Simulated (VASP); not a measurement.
# GeB4P (F-43m) in VASP: further runs

Runs on GeB4P. Level: PBE. Tasks: relaxation of cell and atoms, single point.

Everything below comes from runs of VASP 6.6.1. Logs are shortened: lines on timing, memory, paths and dates and some standing lists are left out, and cuts for length are marked.

### Step 1. The cell of the first run

It takes space group F-43m (No. 216, cubic). Conventional cell: a = 8.294 Å, b = 8.294 Å, c = 8.294 Å, α = 90.00°, β = 90.00°, γ = 90.00°. Ge (site symmetry -43m) has 12 B at 3.42 Å and 6 P at 4.15 Å within 4.5 Å. B (site symmetry 3m) has 1 P at 1.93 Å within 2.6 Å. Within 2.6 Å of P (site symmetry -43m) lie 4 B at 1.93 Å.

The cell was generated, and may not be a known phase.

### Step 2. Relaxation of cell and atoms, PBE

File INCAR:

```
SYSTEM = GeB4P
PREC = Accurate ; ENCUT = 600
EDIFF = 1E-7 ; ISMEAR = 0
SIGMA = 0.1 ; LREAL = .False.
LASPH = .True. ; NELM = 80
ALGO = Normal ; ISIF = 3
LWAVE = .False. ; LCHARG = .False.
GGA = PE ; IBRION = 2
NSW = 90 ; EDIFFG = -0.04
```

File KPOINTS:

```
regular mesh
0
Gamma
  4 4 4
  0 0 0
```

File POSCAR:

```
GeB4P
1.0
    0.0000000000      4.1469720200      4.1469720200
    4.1469720200      0.0000000000      4.1469720200
    4.1469720200      4.1469720200      0.0000000000
Ge B P
1 4 1
Direct
    0.0000000000      0.0000000000      0.0000000000
    0.3657349900      0.3657349900      0.3657349900
    0.3657349900      0.3657349900      0.9027950200
    0.3657349900      0.9027950200      0.3657349900
    0.9027950200      0.3657349900      0.3657349900
    0.5000000000      0.5000000000      0.5000000000
```

Potentials or basis: VASP PAW PBE potentials, release 64 (Ge_d, B, P).

Launch:

```bash
> cat potpaw_PBE.64/Ge_d/POTCAR potpaw_PBE.64/B/POTCAR potpaw_PBE.64/P/POTCAR > POTCAR
> mpirun -np 1 vasp_std > vasp.out
```

OUTCAR:

```text
SYSTEM = GeB4P
   PREC = Accurate
   ENCUT = 600
   EDIFF = 1E-7
   ISMEAR = 0
   LREAL = .False.
   LASPH = .True.
   NELM = 80
   ISIF = 3
   GGA = PE
   IBRION = 2
   NSW = 90
   EDIFFG = -0.04

 ion  position               nearest neighbor table
   1  0.000  0.000  0.000-
   2  0.366  0.366  0.366-   6 1.93
   3  0.366  0.366  0.903-   6 1.93
   4  0.366  0.903  0.366-   6 1.93
   5  0.903  0.366  0.366-   6 1.93
   6  0.500  0.500  0.500-   4 1.93   5 1.93   3 1.93   2 1.93

  LATTYP: Found a face centered cubic cell.
 ALAT       =     8.2939440400

  Lattice vectors:

 A1 = (   0.0000000000,   4.1469720200,   4.1469720200)
 A2 = (   4.1469720200,   0.0000000000,   4.1469720200)
 A3 = (   4.1469720200,   4.1469720200,   0.0000000000)

Analysis of symmetry for initial positions (statically):
=====================================================================
 Subroutine PRICEL returns:
 Original cell was already a primitive cell.

 Routine SETGRP: Setting up the symmetry group for a
 face centered cubic supercell.

 Subroutine GETGRP returns: Found 24 space group operations
 (whereof 24 operations were pure point group operations)
 out of a pool of 48 trial point group operations.

The static configuration has the point symmetry T_d .

Analysis of symmetry for dynamics (positions and initial velocities):
=====================================================================
 Subroutine PRICEL returns:
 Original cell was already a primitive cell.

 Routine SETGRP: Setting up the symmetry group for a
 face centered cubic supercell.

 Subroutine GETGRP returns: Found 24 space group operations
 (whereof 24 operations were pure point group operations)
 out of a pool of 48 trial point group operations.

The dynamic configuration has the point symmetry T_d .

 Subroutine INISYM returns: Found 24 space group operations
 (whereof 24 operations are pure point group operations),
 and found     1 'primitive' translations

----------------------------------------------------------------------------------------

                                     Primitive cell

  volume of cell :     142.6341

  direct lattice vectors                    reciprocal lattice vectors
     0.000000000  4.146972020  4.146972020    -0.120569900  0.120569900  0.120569900
     4.146972020  0.000000000  4.146972020     0.120569900 -0.120569900  0.120569900
     4.146972020  4.146972020  0.000000000     0.120569900  0.120569900 -0.120569900

  length of vectors
     5.864704073  5.864704073  5.864704073     0.208833192  0.208833192  0.208833192

[... 93 lines left out ...]
  Fermi-wavevector in a.u.,A,eV,Ry     =   0.984285  1.860029 13.181561  0.968817
  Thomas-Fermi vector in A             =   2.115507
   LORBIT       =      0    0 simple, 1 ext, 2 COOP (PROOUT), +10 PAW based schemes
   GGA     = PE    functional components
   LHFCALC =     F    Hartree Fock is set to
   AEXX    =    0.0000 exact exchange contribution
   IVDW    =     0    specifies the selected vdW correction
   LEPSILON=     F    determine dielectric tensor
   LRPA    =     F    only Hartree local field effects (RPA)
 conjugate gradient relaxation of ions
 non-spin polarized calculation
 Gauss-broadening in eV      SIGMA  =   0.10
  energy-cutoff  :      600.00
  volume of cell :      142.63
 maximum number of plane-waves:      4801
 NGX is ok and might be reduce to    48
   NGX = 23   NGY = 23   NGZ = 23

--------------------------------------- Ionic step        1  -------------------------------------------

 number of electron      30.9999993 magnetization

 Free energy of the ion-electron system (eV)
  ---------------------------------------------------
  ext. energy  EPLUGINS =         0.00000000
  ---------------------------------------------------
  free energy    TOTEN  =       -22.48075897 eV

  energy without entropy =      -22.44158731  energy(sigma->0) =      -22.46117314

------------------------ aborting loop because EDIFF is reached ----------------------------------------

  FORCE on cell =-STRESS in cart. coord.  units (eV):
  Direction    XX          YY          ZZ          XY          YZ          ZX
  --------------------------------------------------------------------------------------
  -------------------------------------------------------------------------------------
  Total      -11.6856106    -11.6856106    -11.6856106      0.0000000      0.0000000      0.0000000
  in kB     -131.2618990   -131.2618990   -131.2618990      0.0000000      0.0000000      0.0000000
  external PRESSURE =    -131.2618990 kB  Pullay stress =       0.0000000 kB
[... 27 lines left out ...]
--------------------------------------- Ionic step        2  -------------------------------------------

 number of electron      30.9999999 magnetization

 E-fermi :   2.9086     XC(G=0):  -9.0028

 val. band max:        2.7193703896   @ k =  -0.2500   0.5000   0.2500
 cond. band min:       2.9497651836   @ k =   0.5000   0.0000   0.0000
 fundamental gap:      0.2303947940
 Fermi energy:         2.9085558826

 k-point     1 :       0.0000    0.0000    0.0000
  band No.  band energies     occupation
      1     -22.5455      2.00000
      2     -22.5455      2.00000
      3     -22.5429      2.00000
      4     -22.5429      2.00000
      5     -22.5429      2.00000
      6     -10.8629      2.00000
[... 238 lines left out ...]
  FREE ENERGIE OF THE ION-ELECTRON SYSTEM (eV)
  ---------------------------------------------------
  free  energy   TOTEN  =       -31.6666730914 eV

  energy  without entropy=      -31.6604030974  energy(sigma->0) =      -31.66353809

[... ionic steps 4 to 12 ...]

--------------------------------------- Ionic step       13  -------------------------------------------

 number of electron      31.0000003 magnetization

------------------------ aborting loop because EDIFF is reached ----------------------------------------
[... 75 lines left out ...]
--------------------------------------- Ionic step       15  -------------------------------------------

 number of electron      31.0000003 magnetization

 Free energy of the ion-electron system (eV)
  ---------------------------------------------------
  ext. energy  EPLUGINS =         0.00000000
  ---------------------------------------------------
  free energy    TOTEN  =       -33.21002224 eV

  energy without entropy =      -33.20117308  energy(sigma->0) =      -33.20559766

 E-fermi :   4.8784     XC(G=0): -10.1193

 val. band max:        4.7733063128   @ k =   0.5000   0.0000   0.0000
 cond. band min:       4.9228072614   @ k =  -0.2500   0.5000   0.2500
 fundamental gap:      0.1495009486
 Fermi energy:         4.8783787196

 k-point     1 :       0.0000    0.0000    0.0000
  band No.  band energies     occupation
      1     -20.3744      2.00000
      2     -20.3744      2.00000
      3     -20.3726      2.00000
      4     -20.3726      2.00000
      5     -20.3726      2.00000
      6      -9.7082      2.00000
[... 198 lines left out ...]
  FREE ENERGIE OF THE ION-ELECTRON SYSTEM (eV)
  ---------------------------------------------------
  free  energy   TOTEN  =       -33.2100222383 eV

  energy  without entropy=      -33.2011730784  energy(sigma->0) =      -33.20559766

 reached required accuracy - stopping structural energy minimisation
```

OSZICAR:

```text
N       E                     dE             d eps       ncg     rms          rms(c)
DAV:   1     0.215695044291E+03    0.21570E+03   -0.14409E+04   324   0.218E+03
DAV:   2     0.477595456619E+01   -0.21092E+03   -0.20497E+03   353   0.514E+02
DAV:   3    -0.217224637799E+02   -0.26498E+02   -0.25548E+02   371   0.138E+02
[... 181 lines left out ...]
DAV:   4    -0.332100254665E+02   -0.20816E-05   -0.16081E-04   322   0.910E-02    0.258E-02
DAV:   5    -0.332100235939E+02    0.18726E-05   -0.20903E-05   330   0.303E-02    0.655E-03
DAV:   6    -0.332100222013E+02    0.13926E-05   -0.56039E-06   339   0.170E-02    0.285E-03
DAV:   7    -0.332100222137E+02   -0.12434E-07   -0.14763E-06   363   0.650E-03    0.140E-03
DAV:   8    -0.332100222383E+02   -0.24603E-07   -0.14119E-07   215   0.268E-03
  15 F= -.33210022E+02 E0= -.33205598E+02  d E =-.290894E-02
```

Wall time 10 min (1 thread of Oxide Virtual Turin-like, shared host); peak memory 0.32 GiB.

What came out:

```
Free energy                           : -33.2100 eV
Relaxed volume                        : 13.09 Å³/atom
Relaxed cell                          : a = 4.806 Å, b = 4.806 Å, c = 4.806 Å, α = 60.00°, β = 60.00°, γ = 60.00°
Space group after relaxing (to 0.1 Å) : F-43m (No. 216)
Pressure after relaxing               : -0.2 GPa
Band gap on the k mesh                : zero (an odd number of electrons rules out a gap without spin polarisation)
```

Final structure:
```
CELL_PARAMETERS angstrom
0.00000 3.39868 3.39868
3.39868 0.00000 3.39868
3.39868 3.39868 0.00000
ATOMIC_POSITIONS crystal
Ge 0.00000 0.00000 0.00000
B 0.33937 0.33937 0.33937
B 0.33937 0.33937 0.98189
B 0.33937 0.98189 0.33937
B 0.98189 0.33937 0.33937
P 0.50000 0.50000 0.50000
```

Caveat: the volume moved by over 15 % at a fixed basis, so the end points are rough; an odd number of electrons without spin polarisation forces a metal; a magnetic or distorted state may lie lower.

### Step 3. Single point, PBE

This run uses another cell than the first one, of 13.09 Å³/atom.

File INCAR:

```
  PREC = Accurate
  ENCUT = 520
  EDIFF = 1E-6
  ISMEAR = 0
  SIGMA = 0.1
  LREAL = False
  LASPH = True
  NELM = 100
  ALGO = Fast
  ISIF = 2
  LWAVE = False
  LCHARG = True
  GGA = PE
  LELF = True
  LVHAR = True
  NBANDS = 24
```

File KPOINTS:

```
Automatic mesh
0
Gamma
  10 10 10
```

File POSCAR:

```
GeB4P
1.0
    0.0000000000      3.3994115421      3.3994115421
    3.3994115421      0.0000000000      3.3994115421
    3.3994115421      3.3994115421      0.0000000000
Ge B P
1 4 1
Direct
    0.0000000000      0.0000000000      0.0000000000
    0.6606992530      0.0179022411      0.6606992530
    0.6606992530      0.6606992530      0.6606992530
    0.0179022411      0.6606992530      0.6606992530
    0.6606992530      0.6606992530      0.0179022411
    0.5000000000      0.5000000000      0.5000000000
```

Potentials or basis: VASP PAW PBE potentials, release 64 (Ge_d, B, P).

Launch:

```bash
> cat potpaw_PBE.64/Ge_d/POTCAR potpaw_PBE.64/B/POTCAR potpaw_PBE.64/P/POTCAR > POTCAR
> mpirun -np 1 vasp_std > vasp.out
```

It took 2.7 min on 1 thread of Oxide Virtual Turin-like, shared host; peak memory 0.22 GiB.

It converged, with:

- Free energy: -33.1975 eV
- Pressure: 0.0 GPa
- Largest force: 0.025 eV/Å
- Band gap on the k mesh: zero (an odd number of electrons rules out a gap without spin polarisation)

Forces on the atoms (eV/Å):
```
Ge   0.000  0.000  0.000
B    0.015 -0.015  0.015
B   -0.015 -0.015 -0.015
B   -0.015  0.015  0.015
B    0.015  0.015 -0.015
P    0.000  0.000  0.000
```

Levels at points of the mesh, in eV from the Fermi level:
| k point | band 13 | band 14 | band 15 | band 16 | band 17 | band 18 | band 19 | band 20 |
| --- | --- | --- | --- | --- | --- | --- | --- | --- |
| (0.00, 0.00, 0.00) | -4.90 | -4.90 | -0.63 | -0.63 | 1.54 | 1.54 | 1.54 | 5.46 |
| (0.50, 0.00, 0.00) | -4.28 | -2.75 | 0.01 | 0.01 | 1.97 | 1.97 | 2.18 | 4.36 |
| (0.50, 0.50, 0.00) | -2.26 | -1.61 | -1.30 | 1.15 | 2.53 | 2.53 | 2.84 | 3.52 |

Caveat: an odd number of electrons without spin polarisation forces a metal; a magnetic or distorted state may lie lower.

[end of part 1 of 2]

The gap in the log of VASP goes by the Fermi energy; the results here count the filled bands.